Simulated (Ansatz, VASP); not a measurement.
## Two plane-wave programs on Si3Bi2Te3

```
Si Bi Te
1.0
     4.09963    0.00000    0.00000
    -2.04981    3.55038    0.00000
     0.00000    0.00000   32.00808
Si Bi Te
6 4 6
Direct
  0.33333 0.66667 0.01105
  0.33333 0.66667 0.08530
  0.00000 0.00000 0.10666
  0.66667 0.33333 0.98895
  0.66667 0.33333 0.91470
  0.00000 0.00000 0.89334
  0.00000 0.00000 0.39458
  0.33333 0.66667 0.25460
  0.66667 0.33333 0.74540
  0.00000 0.00000 0.60542
  0.33333 0.66667 0.45473
  0.66667 0.33333 0.32101
  0.00000 0.00000 0.18938
  0.00000 0.00000 0.81062
  0.66667 0.33333 0.54527
  0.33333 0.66667 0.67899
```

Alike in both runs: functional PBE; k mesh 12 × 12 × 1; occupations gaussian, width 0.1 eV; no spin polarisation.

Ansatz relaxed the structure, and its values are those at the end. VASP's run is a single point on that final structure, the one shown.

```csv
,VASP,Ansatz
version,VASP 6.6.1,Ansatz 0.2.0
potentials or method,"VASP PAW PBE potentials, release 64 (Si, Bi_d, Te), cutoff 500 eV","scalar-relativistic, plane waves, PAW"
valence electrons in the cell,120,180
```

|  | VASP | Ansatz | Ansatz less VASP |
| --- | --- | --- | --- |
| gap on the k mesh at the Fermi level (eV) | none | none | - |
| pressure (GPa) | 0.0 | 0.0 | +0.02 |
| rms of the force components (eV/Å) | 0.004 | 0.001 | -0.0028 |

A gap of «none» marks a metal or a gap that the smearing closes. The functional is the same, so the differences come from potentials, cutoffs and numerics. VASP's potentials hold 120 valence electrons a cell and Ansatz's 180, so a difference there can come from the potentials and not from the codes.

Spin-orbit coupling is off throughout.
